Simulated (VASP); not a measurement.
# Ir (P6/mmm) in VASP: single point with LDA

Aim: the single point of Ir with LDA.

Everything below comes from runs of VASP 6.6.1. Logs are shortened: lines on timing, memory, paths and dates and some standing lists are left out, and cuts for length are marked.

**1. The cell of the first run**

Symmetry: P6/mmm, No. 191, hexagonal system. The conventional cell has a = 2.502 Å, b = 2.502 Å, c = 2.416 Å, α = 90.00°, β = 90.00°, γ = 120.00°. Ir (site symmetry 6/mmm) has 8 Ir at 2.42 to 2.50 Å within 3.2 Å.

This isn't the form of Ir at room conditions, which is fcc.

**2. Single point, LDA**

File INCAR:

```
SYSTEM = Ir
  ALGO = Normal
  EDIFF = 1E-6
  ENCUT = 560
  GGA = CA
  GGA_COMPAT = .False.
  ISIF = 2
  ISMEAR = -1
  LASPH = .True.
  LCHARG = .False.
  LREAL = .False.
  LWAVE = .False.
  NBANDS = 14
  NELM = 120
  PREC = Accurate
  SIGMA = 0.08
```

File KPOINTS:

```
k-points
0
Gamma
  18 18 16
  0 0 0
```

File POSCAR:

```
Ir
1.0
    2.5022166557      0.0000000000      0.0000000000
   -1.2511083278      2.1669831896      0.0000000000
    0.0000000000      0.0000000000      2.4156173542
Ir
1
Direct
    0.0000000000      0.0000000000      0.0000000000
```

Potentials or basis: VASP PAW LDA potentials, release 64 (Ir_sv_GW).

The run is started by

```sh
> cat potpaw_LDA.64/Ir_sv_GW/POTCAR > POTCAR
> mpirun -np 1 vasp_std > vasp.out
```

OUTCAR:

```text
SYSTEM = Ir
   EDIFF = 1E-6
   ENCUT = 560
   GGA = CA
   ISIF = 2
   ISMEAR = -1
   LASPH = .True.
   LREAL = .False.
   NELM = 120
   PREC = Accurate

 ion  position               nearest neighbor table
   1  0.000  0.000  0.000-

  LATTYP: Found a hexagonal cell.
 ALAT       =     2.5022166557
 C/A-ratio  =     0.9653909659

  Lattice vectors:

 A1 = (   2.5022166557,   0.0000000000,   0.0000000000)
 A2 = (  -1.2511083278,   2.1669831896,   0.0000000000)
 A3 = (   0.0000000000,   0.0000000000,   2.4156173542)

Analysis of symmetry for initial positions (statically):
=====================================================================
 Subroutine PRICEL returns:
 Original cell was already a primitive cell.

 Routine SETGRP: Setting up the symmetry group for a
 hexagonal supercell.

 Subroutine GETGRP returns: Found 24 space group operations
 (whereof 24 operations were pure point group operations)
 out of a pool of 24 trial point group operations.

The static configuration has the point symmetry D_6h.

Analysis of symmetry for dynamics (positions and initial velocities):
=====================================================================
 Subroutine PRICEL returns:
 Original cell was already a primitive cell.

 Routine SETGRP: Setting up the symmetry group for a
 hexagonal supercell.

 Subroutine GETGRP returns: Found 24 space group operations
 (whereof 24 operations were pure point group operations)
 out of a pool of 24 trial point group operations.

The dynamic configuration has the point symmetry D_6h.

 Subroutine INISYM returns: Found 24 space group operations
 (whereof 24 operations are pure point group operations),
 and found     1 'primitive' translations

----------------------------------------------------------------------------------------

                                     Primitive cell

  volume of cell :      13.0981

  direct lattice vectors                    reciprocal lattice vectors
     2.502216656  0.000000000  0.000000000     0.399645649  0.230735523  0.000000000
    -1.251108328  2.166983190  0.000000000     0.000000000  0.461471046  0.000000000
     0.000000000  0.000000000  2.415617354     0.000000000  0.000000000  0.413972850

  length of vectors
     2.502216656  2.502216656  2.415617354     0.461471046  0.461471046  0.413972850

  position of ions in fractional coordinates (direct lattice)
     0.000000000  0.000000000  0.000000000

  ion indices of the primitive-cell ions
   primitive index   ion index
                 1           1

----------------------------------------------------------------------------------------

 KPOINTS: k-points

Automatic generation of k-mesh.
 Grid dimensions read from file:
 generate k-points for:   18   18   16

 Generating k-lattice:

  Cartesian coordinates                     Fractional coordinates (reciprocal lattice)
     0.022202536  0.012818640  0.000000000     0.055555556  0.000000000  0.000000000
     0.000000000  0.025637280  0.000000000     0.000000000  0.055555556  0.000000000
     0.000000000  0.000000000  0.025873303     0.000000000  0.000000000  0.062500000

  Length of vectors
     0.025637280  0.025637280  0.025873303

  Shift w.r.t. Gamma in fractional coordinates (k-lattice)
     0.000000000  0.000000000  0.000000000

 Subroutine IBZKPT returns following result:
 ===========================================

 Found    333 irreducible k-points:

 Following reciprocal coordinates:
            Coordinates               Weight
  0.000000  0.000000  0.000000      1.000000
  0.055556  0.000000  0.000000      6.000000
  0.111111  0.000000  0.000000      6.000000
  0.166667  0.000000  0.000000      6.000000
  0.222222  0.000000  0.000000      6.000000
  0.277778 -0.000000  0.000000      6.000000
[... 16 lines left out ...]
  0.333333  0.111111  0.000000     12.000000
  0.388889  0.111111  0.000000     12.000000
 [... further k-points ...]
   k-points           NKPTS =    333   k-points in BZ     NKDIM =    333   number of bands    NBANDS=     14
   number of dos      NEDOS =    301   number of ions     NIONS =      1
   total plane-waves  NPLWV =   8000
   dimension x,y,z NGX =    20 NGY =   20 NGZ =   20
   dimension x,y,z NGXF=    40 NGYF=   40 NGZF=   40
   ions per type =               1
   NGX,Y,Z   is equivalent  to a cutoff of  13.29, 13.29, 13.76 a.u.
   NGXF,Y,Z  is equivalent  to a cutoff of  26.58, 26.58, 27.53 a.u.
 SYSTEM =  Ir
   PREC   = accura    normal or accurate (medium, high low for compatibility)
   ISTART =      0    job   : 0-new  1-cont  2-samecut
   ICHARG =      2    charge: 1-file 2-atom 10-const
   ISPIN  =      1    spin polarized calculation?
   LNONCOLLINEAR =      F non collinear calculations
   LSORBIT =      F    spin-orbit coupling
   LASPH  =      T    aspherical Exc in radial PAW
   ENCUT  =  560.0 eV  41.16 Ry    6.42 a.u.   4.83  4.83  4.66*2*pi/ulx,y,z
   NELM   =    120;   NELMIN=  2; NELMDL= -5     # of ELM steps
   EDIFF  = 0.1E-05   stopping-criterion for ELM
   LREAL  =      F    real-space projection
   EDIFFG = 0.1E-04   stopping-criterion for IOM
   NSW    =      0    number of steps for IOM
   IBRION =     -1    ionic relax: 0-MD 1-quasi-New 2-CG
   NFREE  =      0    steps in history (QN), initial steepest desc. (CG)
   ISIF   =      2    stress and relaxation
   ISYM   =      2    0-nonsym 1-usesym 2-fastsym
   POTIM  = 0.5000    time-step for ionic-motion
   TEBEG  =    0.0;   TEEND  =   0.0 temperature during run
   PSTRESS=    0.0 pullay stress
   NELECT =      17.0000    total number of electrons
   NUPDOWN=      -1.0000    fix difference up-down
   EMIN   =  10.00;   EMAX   =-10.00  energy-range for DOS
   EFERMI =   0.00;   METHOD = LEGACY
   ISMEAR =    -1;   SIGMA  =   0.08  broadening in eV -4-tet -1-fermi 0-gaus
   EFERMI_NEDOS =   21; number of points for ismear=-14 and -15
   IALGO  =     38    algorithm
   IMIX   =      4    mixing-type and parameters
     AMIX     =   0.40;   BMIX     =  1.00
     AMIX_MAG =   1.60;   BMIX_MAG =  1.00
  volume/ion in A,a.u.               =      13.10        88.39
  Fermi-wavevector in a.u.,A,eV,Ry     =   1.785754  3.374586 43.387850  3.188917
  Thomas-Fermi vector in A             =   2.849474
   LORBIT       =      0    0 simple, 1 ext, 2 COOP (PROOUT), +10 PAW based schemes
   GGA     = CA    functional components
   LHFCALC =     F    Hartree Fock is set to
   AEXX    =    0.0000 exact exchange contribution
   IVDW    =     0    specifies the selected vdW correction
   LEPSILON=     F    determine dielectric tensor
   LRPA    =     F    only Hartree local field effects (RPA)
 non-spin polarized calculation
  energy-cutoff  :      560.00
  volume of cell :       13.10
 maximum number of plane-waves:       408
 NGX is ok and might be reduce to    20
   NGX =  9   NGY =  9   NGZ =  9

 number of electron      17.0000000 magnetization

 Free energy of the ion-electron system (eV)
  ---------------------------------------------------
  ext. energy  EPLUGINS =         0.00000000
  ---------------------------------------------------
  free energy    TOTEN  =        -9.91712796 eV

  energy without entropy =       -9.90046193  energy(sigma->0) =       -9.90879494

 E-fermi :  13.8034     XC(G=0): -15.1822

 val. band max:       13.8012712188   @ k =   0.0556   0.0556   0.2500
 cond. band min:      13.8334036089   @ k =   0.2222   0.1111   0.0000
 fundamental gap:      0.0321323900
 Fermi energy:        13.8034219979

 k-point     1 :       0.0000    0.0000    0.0000
  band No.  band energies     occupation
      1     -78.5718      2.00000
      2     -35.0447      2.00000
      3     -35.0447      2.00000
      4     -34.9952      2.00000
      5       2.4016      2.00000
      6       5.8820      2.00000
      7       9.8030      2.00000
      8       9.8030      2.00000
      9      15.8662      0.00000
     10      15.8662      0.00000
     11      28.1280      0.00000
     12      29.6726      0.00000
     13      36.8982      0.00000
     14      36.8982      0.00000

 k-point     2 :       0.0556    0.0000    0.0000
  band No.  band energies     occupation
      1     -78.5677      2.00000
      2     -35.0896      2.00000
      3     -35.0549      2.00000
      4     -34.9903      2.00000
      5       2.5604      2.00000
      6       5.9468      2.00000
      7       9.6691      2.00000
      8       9.9439      2.00000
      9      15.6827      0.00000
     10      15.8366      0.00000
     11      28.4680      0.00000
     12      29.9959      0.00000
     13      35.7541      0.00000
     14      36.5938      0.00000

 k-point     3 :       0.1111    0.0000    0.0000
  band No.  band energies     occupation
      1     -78.5558      2.00000
      2     -35.2177      2.00000
      3     -35.0845      2.00000
      4     -34.9762      2.00000
      5       3.0127      2.00000
      6       6.1354      2.00000
      7       9.3279      2.00000
      8      10.3607      2.00000
      9      15.1900      0.00000
     10      15.7520      0.00000
     11      29.3964      0.00000
     12      30.8958      0.00000
     13      33.8261      0.00000
     14      35.8047      0.00000
[... 324 lines left out ...]
 k-point    23 :       0.3333    0.1111    0.0000
  band No.  band energies     occupation
      1     -78.4455      2.00000
      2     -36.2585      2.00000
      3     -35.4370      2.00000
      4     -34.8446      2.00000
      5       5.7798      2.00000
      6       7.0802      2.00000
      7      10.7962      2.00000
      8      12.1630      2.00000
      9      14.7095      0.00002
     10      16.4144      0.00000
     11      24.0634      0.00000
     12      28.1166      0.00000
     13      33.2293      0.00000
     14      37.5963      0.00000

 k-point    24 :       0.3889    0.1111    0.0000
  band No.  band energies     occupation
      1     -78.4342      2.00000
      2     -36.3586      2.00000
      3     -35.4734      2.00000
      4     -34.8309      2.00000
      5       5.6511      2.00000
      6       7.2678      2.00000
      7      11.8056      2.00000
      8      11.9260      2.00000
      9      14.6067      0.00009
     10      17.3878      0.00000
     11      22.8525      0.00000
     12      27.2943      0.00000
     13      32.5256      0.00000
     14      37.7700      0.00000

 [... further k-points ...]

------------------------ aborting loop because EDIFF is reached ----------------------------------------

  FORCE on cell =-STRESS in cart. coord.  units (eV):
  Direction    XX          YY          ZZ          XY          YZ          ZX
  --------------------------------------------------------------------------------------
  -------------------------------------------------------------------------------------
  Total        5.5642956      5.5642956      5.5184755      0.0000000      0.0000000     -0.0000000
  in kB      680.6317105    680.6317105    675.0269484      0.0000000      0.0000000     -0.0000000
  external PRESSURE =     678.7634565 kB  Pullay stress =       0.0000000 kB

 VOLUME and BASIS-vectors are now :
 -----------------------------------------------------------------------------
  energy-cutoff  :      560.00
  volume of cell :       13.10
      direct lattice vectors                 reciprocal lattice vectors
     2.502216656  0.000000000  0.000000000     0.399645649  0.230735523  0.000000000
    -1.251108328  2.166983190  0.000000000     0.000000000  0.461471046  0.000000000
     0.000000000  0.000000000  2.415617354     0.000000000  0.000000000  0.413972850

 POSITION                                       TOTAL-FORCE (eV/Angst)
 -----------------------------------------------------------------------------------
      0.00000      0.00000      0.00000        -0.000000      0.000000      0.000000
 -----------------------------------------------------------------------------------
    total drift:                               -0.000000     -0.000000     -0.000000

  FREE ENERGIE OF THE ION-ELECTRON SYSTEM (eV)
  ---------------------------------------------------
  free  energy   TOTEN  =        -9.9171279605 eV

  energy  without entropy=       -9.9004619284  energy(sigma->0) =       -9.90879494
```

Wall time 42 s (1 thread of AMD EPYC 7R13 (Zen 3), shared host); peak memory 0.15 GiB.

What came out:

```yaml
Free_energy: -9.9171 eV
Pressure: 67.9 GPa
Band_gap_on_the_k_mesh: zero (an odd number of electrons rules out a gap without spin polarisation)
```

Stress tensor (GPa, compression positive):
```
68.06  0.00  0.00
 0.00 68.06  0.00
 0.00  0.00 67.50
```

Levels at points of the mesh, in eV from the Fermi level:
```tsv
k point	band 4	band 5	band 6	band 7	band 8	band 9	band 10	band 11	band 12	band 13
(0.00, 0.00, 0.00)	-48.80	-11.40	-7.92	-4.00	-4.00	2.06	2.06	14.32	15.87	23.09
(0.50, 0.00, 0.00)	-48.63	-8.81	-6.53	-2.10	-0.39	1.15	2.71	9.08	14.59	17.83
(0.00, 0.00, 0.50)	-48.73	-8.29	-3.24	-3.24	-1.88	-1.39	-1.39	7.85	17.42	21.53
(0.50, 0.00, 0.50)	-49.05	-8.55	-7.37	-2.91	3.05	4.30	5.81	6.30	17.06	17.40
```

Caveat: the cell stands under pressure; spin-orbit coupling is left out, which moves the levels of the heavy elements.

The gap in the log of VASP goes by the Fermi energy; the results here count the filled bands.